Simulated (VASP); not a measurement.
# SiC (P6_3mc) in VASP: a series of runs

Runs on SiC. Level: PBEsol. Tasks: single point.

All numbers are computed with VASP 6.6.1; they aren't measurements. Logs are shortened: lines on timing, memory, paths and dates and some standing lists are left out, and cuts for length are marked.

## Step 1: The cell of the first run

It takes space group P6_3mc (No. 186, hexagonal). The conventional cell has a = 3.294 Å, b = 3.294 Å, c = 10.076 Å, α = 90.00°, β = 90.00°, γ = 120.00°. Si (site symmetry 3m) has 4 C at 1.89 to 2.00 Å within 2.5 Å. Within 2.5 Å of Si (site symmetry 3m) lie 4 C at 1.89 to 2.00 Å. Within 2.5 Å of C (site symmetry 3m) lie 4 Si at 1.89 to 2.00 Å. C (site symmetry 3m) has 4 Si at 1.89 to 2.00 Å within 2.5 Å.

## Step 2: Single point, PBEsol

Contents of INCAR:

```
ALGO     = Normal         # electronic algorithm
EDIFF    = 1E-7           # SCF threshold, eV
ENCUT    = 520            # plane-wave cutoff, eV
GGA      = PS             # functional
ISIF     = 2              # what is computed and relaxed
ISMEAR   = 0              # smearing method
LASPH    = T              # aspherical terms in the spheres
LCHARG   = T              # write CHGCAR
LELF     = T              # ELF
LREAL    = F              # projectors in reciprocal space
LVHAR    = T            
LWAVE    = F              # write WAVECAR
NBANDS   = 26             # bands
NELM     = 80             # most SCF steps
PREC     = Accurate       # precision mode
SIGMA    = 0.05           # smearing width, eV
```

Contents of KPOINTS:

```
k-points
0
Gamma
  12 12 4
```

Contents of POSCAR:

```
SiC
1.0
    3.2935000000      0.0000000000      0.0000000000
   -1.6467500000      2.8522546674      0.0000000000
    0.0000000000      0.0000000000     10.0758090153
Si C
4 4
Direct
    0.6666666667      0.3333333333      0.9378278494
    0.3333333333      0.6666666667      0.4378278494
    0.0000000000      0.0000000000      0.6878973398
    0.0000000000      0.0000000000      0.1878973398
    0.6666666667      0.3333333333      0.7498191768
    0.3333333333      0.6666666667      0.2498191768
    0.0000000000      0.0000000000      0.5004546340
    0.0000000000      0.0000000000      0.0004546340
```

Potentials or basis: VASP PAW PBE potentials, release 64 (Si, C).

Run with:

```
$ cat potpaw_PBE.64/Si/POTCAR potpaw_PBE.64/C/POTCAR > POTCAR
$ mpirun -np 1 vasp_std > vasp.out
```

OUTCAR:

```text
EDIFF = 1E-7
   ENCUT = 520
   GGA = PS
   ISIF = 2
   ISMEAR = 0
   LASPH = T
   LREAL = F
   NELM = 80
   PREC = Accurate

 ion  position               nearest neighbor table
   1  0.667  0.333  0.938-   5 1.89   8 2.00   8 2.00   8 2.00
   2  0.333  0.667  0.438-   6 1.89   7 2.00   7 2.00   7 2.00
   3  0.000  0.000  0.688-   7 1.89   5 2.00   5 2.00   5 2.00
   4  0.000  0.000  0.188-   8 1.89   6 2.00   6 2.00   6 2.00
   5  0.667  0.333  0.750-   1 1.89   3 2.00   3 2.00   3 2.00
   6  0.333  0.667  0.250-   2 1.89   4 2.00   4 2.00   4 2.00
   7  0.000  0.000  0.500-   3 1.89   2 2.00   2 2.00   2 2.00
   8  0.000  0.000  0.000-   4 1.89   1 2.00   1 2.00   1 2.00

  LATTYP: Found a hexagonal cell.
 ALAT       =     3.2935000000
 C/A-ratio  =     3.0593013558

  Lattice vectors:

 A1 = (   3.2935000000,   0.0000000000,   0.0000000000)
 A2 = (  -1.6467500000,   2.8522546674,   0.0000000000)
 A3 = (   0.0000000000,   0.0000000000,  10.0758090153)

Analysis of symmetry for initial positions (statically):
=====================================================================
 Subroutine PRICEL returns:
 Original cell was already a primitive cell.

 Routine SETGRP: Setting up the symmetry group for a
 hexagonal supercell.

 Subroutine GETGRP returns: Found 12 space group operations
 (whereof  6 operations were pure point group operations)
 out of a pool of 24 trial point group operations.

The static configuration has the point symmetry C_3v.
 The point group associated with its full space group is C_6v.

Analysis of symmetry for dynamics (positions and initial velocities):
=====================================================================
 Subroutine PRICEL returns:
 Original cell was already a primitive cell.

 Routine SETGRP: Setting up the symmetry group for a
 hexagonal supercell.

 Subroutine GETGRP returns: Found 12 space group operations
 (whereof  6 operations were pure point group operations)
 out of a pool of 24 trial point group operations.

The dynamic configuration has the point symmetry C_3v.
 The point group associated with its full space group is C_6v.

 Subroutine INISYM returns: Found 12 space group operations
 (whereof  6 operations are pure point group operations),
 and found     1 'primitive' translations

----------------------------------------------------------------------------------------

                                     Primitive cell

  volume of cell :      94.6511

  direct lattice vectors                    reciprocal lattice vectors
     3.293500000  0.000000000  0.000000000     0.303628359  0.175299915  0.000000000
    -1.646750000  2.852254667  0.000000000     0.000000000  0.350599829  0.000000000
     0.000000000  0.000000000 10.075809015     0.000000000  0.000000000  0.099247614

  length of vectors
     3.293500000  3.293500000 10.075809015     0.350599829  0.350599829  0.099247614

  position of ions in fractional coordinates (direct lattice)
     0.666666667  0.333333333  0.937827849
     0.333333333  0.666666667  0.437827849
     0.000000000  0.000000000  0.687897340
     0.000000000  0.000000000  0.187897340
     0.666666667  0.333333333  0.749819177
     0.333333333  0.666666667  0.249819177
     0.000000000  0.000000000  0.500454634
     0.000000000  0.000000000  0.000454634

  ion indices of the primitive-cell ions
   primitive index   ion index
                 1           1
                 2           2
                 3           3
                 4           4
                 5           5
                 6           6
                 7           7
                 8           8

----------------------------------------------------------------------------------------

 KPOINTS: k-points

Automatic generation of k-mesh.
 Grid dimensions read from file:
 generate k-points for:   12   12    4

 Generating k-lattice:

  Cartesian coordinates                     Fractional coordinates (reciprocal lattice)
     0.025302363  0.014608326  0.000000000     0.083333333  0.000000000  0.000000000
     0.000000000  0.029216652  0.000000000     0.000000000  0.083333333  0.000000000
     0.000000000  0.000000000  0.024811903     0.000000000  0.000000000  0.250000000

  Length of vectors
     0.029216652  0.029216652  0.024811903

  Shift w.r.t. Gamma in fractional coordinates (k-lattice)
     0.000000000  0.000000000  0.000000000

 Subroutine IBZKPT returns following result:
 ===========================================

 Found     57 irreducible k-points:

 Following reciprocal coordinates:
            Coordinates               Weight
  0.000000  0.000000  0.000000      1.000000
  0.083333 -0.000000  0.000000      6.000000
  0.166667 -0.000000  0.000000      6.000000
  0.250000 -0.000000  0.000000      6.000000
  0.333333 -0.000000  0.000000      6.000000
  0.416667 -0.000000  0.000000      6.000000
[... 16 lines left out ...]
  0.250000 -0.000000  0.250000     12.000000
  0.333333 -0.000000  0.250000     12.000000
 [... further k-points ...]
   k-points           NKPTS =     57   k-points in BZ     NKDIM =     57   number of bands    NBANDS=     26
   number of dos      NEDOS =    301   number of ions     NIONS =      8
   total plane-waves  NPLWV =  46080
   dimension x,y,z NGX =    24 NGY =   24 NGZ =   80
   dimension x,y,z NGXF=    48 NGYF=   48 NGZF=  160
   ions per type =               4   4
   NGX,Y,Z   is equivalent  to a cutoff of  12.11, 12.11, 13.20 a.u.
   NGXF,Y,Z  is equivalent  to a cutoff of  24.23, 24.23, 26.40 a.u.
 SYSTEM =  unknown system
   PREC   = accura    normal or accurate (medium, high low for compatibility)
   ISTART =      0    job   : 0-new  1-cont  2-samecut
   ICHARG =      2    charge: 1-file 2-atom 10-const
   ISPIN  =      1    spin polarized calculation?
   LNONCOLLINEAR =      F non collinear calculations
   LSORBIT =      F    spin-orbit coupling
   LASPH  =      T    aspherical Exc in radial PAW
   ENCUT  =  520.0 eV  38.22 Ry    6.18 a.u.   6.12  6.12 18.73*2*pi/ulx,y,z
   NELM   =     80;   NELMIN=  2; NELMDL= -5     # of ELM steps
   EDIFF  = 0.1E-06   stopping-criterion for ELM
   LREAL  =      F    real-space projection
   EDIFFG = 0.1E-05   stopping-criterion for IOM
   NSW    =      0    number of steps for IOM
   IBRION =     -1    ionic relax: 0-MD 1-quasi-New 2-CG
   NFREE  =      0    steps in history (QN), initial steepest desc. (CG)
   ISIF   =      2    stress and relaxation
   ISYM   =      2    0-nonsym 1-usesym 2-fastsym
   POTIM  = 0.5000    time-step for ionic-motion
   TEBEG  =    0.0;   TEEND  =   0.0 temperature during run
   PSTRESS=    0.0 pullay stress
   NELECT =      32.0000    total number of electrons
   NUPDOWN=      -1.0000    fix difference up-down
   EMIN   =  10.00;   EMAX   =-10.00  energy-range for DOS
   EFERMI =   0.00;   METHOD = LEGACY
   ISMEAR =     0;   SIGMA  =   0.05  broadening in eV -4-tet -1-fermi 0-gaus
   EFERMI_NEDOS =   21; number of points for ismear=-14 and -15
   IALGO  =     38    algorithm
   IMIX   =      4    mixing-type and parameters
     AMIX     =   0.40;   BMIX     =  1.00
     AMIX_MAG =   1.60;   BMIX_MAG =  1.00
  volume/ion in A,a.u.               =      11.83        79.84
  Fermi-wavevector in a.u.,A,eV,Ry     =   1.140467  2.155171 17.696632  1.300666
  Thomas-Fermi vector in A             =   2.277169
   LORBIT       =      0    0 simple, 1 ext, 2 COOP (PROOUT), +10 PAW based schemes
   GGA     = PS    functional components
   LHFCALC =     F    Hartree Fock is set to
   AEXX    =    0.0000 exact exchange contribution
   IVDW    =     0    specifies the selected vdW correction
   LEPSILON=     F    determine dielectric tensor
   LRPA    =     F    only Hartree local field effects (RPA)
 non-spin polarized calculation
 Gauss-broadening in eV      SIGMA  =   0.05
  energy-cutoff  :      520.00
  volume of cell :       94.65
 maximum number of plane-waves:      2574
   NGX = 13   NGY = 13   NGZ = 37

 number of electron      32.0000002 magnetization

 Free energy of the ion-electron system (eV)
  ---------------------------------------------------
  ext. energy  EPLUGINS =         0.00000000
  ---------------------------------------------------
  free energy    TOTEN  =       -62.36828660 eV

  energy without entropy =      -62.36828660  energy(sigma->0) =      -62.36828660

 E-fermi :   6.9911     XC(G=0): -10.9289

 val. band max:        6.7527613599   @ k =   0.0000   0.0000   0.0000
 cond. band min:       8.4817277532   @ k =   0.5000  -0.0000   0.0000
 fundamental gap:      1.7289663933
 Fermi energy:         6.9910555356

 k-point     1 :       0.0000    0.0000    0.0000
  band No.  band energies     occupation
      1      -7.8122      2.00000
      2      -6.6400      2.00000
      3      -6.5849      2.00000
      4      -4.1798      2.00000
      5      -1.2037      2.00000
      6       2.9060      2.00000
[... 18 lines left out ...]
     25      13.6836      0.00000
     26      13.7418      0.00000

 k-point     2 :       0.0833   -0.0000    0.0000
  band No.  band energies     occupation
      1      -7.7095      2.00000
      2      -6.5418      2.00000
      3      -6.4861      2.00000
      4      -4.0995      2.00000
      5      -1.1178      2.00000
      6       2.8721      2.00000
[... 18 lines left out ...]
     25      13.2256      0.00000
     26      13.6258      0.00000

 k-point     3 :       0.1667   -0.0000    0.0000
  band No.  band energies     occupation
      1      -7.4044      2.00000
      2      -6.2518      2.00000
      3      -6.1939      2.00000
      4      -3.8706      2.00000
      5      -0.8747      2.00000
      6       2.5376      2.00000
[... 18 lines left out ...]
     25      13.5139      0.00000
     26      13.7469      0.00000

 k-point     4 :       0.2500   -0.0000    0.0000
  band No.  band energies     occupation
      1      -6.9076      2.00000
      2      -5.7867      2.00000
      3      -5.7242      2.00000
      4      -3.5420      2.00000
      5      -0.5466      2.00000
      6       1.4579      2.00000
[... 18 lines left out ...]
     25      14.2762      0.00000
     26      14.3587      0.00000

 k-point     5 :       0.3333   -0.0000    0.0000
  band No.  band energies     occupation
      1      -6.2448      2.00000
      2      -5.1911      2.00000
      3      -5.1189      2.00000
      4      -3.2571      2.00000
      5      -0.4256      2.00000
      6       0.2710      2.00000
[... 18 lines left out ...]
     25      14.6893      0.00000
     26      15.2194      0.00000

 k-point     6 :       0.4167   -0.0000    0.0000
  band No.  band energies     occupation
      1      -5.4879      2.00000
      2      -4.6085      2.00000
      3      -4.5009      2.00000
      4      -3.2902      2.00000
      5      -0.8947      2.00000
      6      -0.6434      2.00000
[... 427 lines left out ...]
 k-point    21 :       0.0833   -0.0000    0.2500
  band No.  band energies     occupation
      1      -7.6332      2.00000
      2      -7.0300      2.00000
      3      -5.8746      2.00000
      4      -4.4489      2.00000
      5      -0.6583      2.00000
      6       1.6021      2.00000
[... 18 lines left out ...]
     25      13.2398      0.00000
     26      13.5134      0.00000

 k-point    22 :       0.1667   -0.0000    0.2500
  band No.  band energies     occupation
      1      -7.3288      2.00000
      2      -6.7323      2.00000
      3      -5.5934      2.00000
      4      -4.2043      2.00000
      5      -0.4485      2.00000
      6       1.5800      2.00000
[... 18 lines left out ...]
     25      13.5829      0.00000
     26      13.6390      0.00000

 k-point    23 :       0.2500   -0.0000    0.2500
  band No.  band energies     occupation
      1      -6.8336      2.00000
      2      -6.2509      2.00000
      3      -5.1477      2.00000
      4      -3.8409      2.00000
      5      -0.2190      2.00000
      6       1.1062      2.00000
[... 18 lines left out ...]
     25      14.1494      0.00000
     26      14.3723      0.00000

 k-point    24 :       0.3333   -0.0000    0.2500
  band No.  band energies     occupation
      1      -6.1740      2.00000
      2      -5.6202      2.00000
      3      -4.5961      2.00000
      4      -3.4807      2.00000
      5      -0.3583      2.00000
      6       0.1364      2.00000
[... 18 lines left out ...]
     25      14.4660      0.00000
     26      14.8452      0.00000

 [... further k-points ...]

------------------------ aborting loop because EDIFF is reached ----------------------------------------

  FORCE on cell =-STRESS in cart. coord.  units (eV):
  Direction    XX          YY          ZZ          XY          YZ          ZX
  --------------------------------------------------------------------------------------
  -------------------------------------------------------------------------------------
  Total      -18.2724425    -18.2724425     -1.9174770      0.0000000      0.0000000      0.0000000
  in kB     -309.3009773   -309.3009773    -32.4574837      0.0000000      0.0000000      0.0000000
  external PRESSURE =    -217.0198128 kB  Pullay stress =       0.0000000 kB

 VOLUME and BASIS-vectors are now :
 -----------------------------------------------------------------------------
  energy-cutoff  :      520.00
  volume of cell :       94.65
      direct lattice vectors                 reciprocal lattice vectors
     3.293500000  0.000000000  0.000000000     0.303628359  0.175299915  0.000000000
    -1.646750000  2.852254667  0.000000000     0.000000000  0.350599829  0.000000000
     0.000000000  0.000000000 10.075809015     0.000000000  0.000000000  0.099247614

 POSITION                                       TOTAL-FORCE (eV/Angst)
 -----------------------------------------------------------------------------------
      1.64675      0.95075      9.44937         0.000000     -0.000000      0.395122
     -0.00000      1.90150      4.41147         0.000000     -0.000000      0.395122
      0.00000      0.00000      6.93112        -0.000000     -0.000000      0.414416
      0.00000      0.00000      1.89322         0.000000      0.000000      0.414416
      1.64675      0.95075      7.55503         0.000000     -0.000000     -0.449297
     -0.00000      1.90150      2.51713        -0.000000      0.000000     -0.449297
      0.00000      0.00000      5.04249         0.000000     -0.000000     -0.360241
      0.00000      0.00000      0.00458         0.000000      0.000000     -0.360241
 -----------------------------------------------------------------------------------
    total drift:                                0.000000      0.000000     -0.000426

  FREE ENERGIE OF THE ION-ELECTRON SYSTEM (eV)
  ---------------------------------------------------
  free  energy   TOTEN  =       -62.3682865969 eV

  energy  without entropy=      -62.3682865969  energy(sigma->0) =      -62.36828660
```

Run time: 2.9 min. Hardware: 1 thread of Intel Xeon 8259CL, shared host; peak memory 0.26 GiB.

Results:

* Free energy: -62.3683 eV
* Pressure: -21.7 GPa
* Largest force: 0.449 eV/Å
* Band gap on the k mesh: 1.73 eV (least direct gap 2.75 eV)

Forces on the atoms (eV/Å):
```
Si   0.000  0.000  0.395
Si   0.000  0.000  0.395
Si   0.000  0.000  0.414
Si   0.000  0.000  0.414
C    0.000  0.000 -0.449
C    0.000  0.000 -0.449
C    0.000  0.000 -0.360
C    0.000  0.000 -0.360
```

Caveat: the stress differs along the axes, from -31 to -3 GPa; the PAW data sets were made with another functional, which shifts forces and pressure a little.

(Continued in part 2 of 3.)
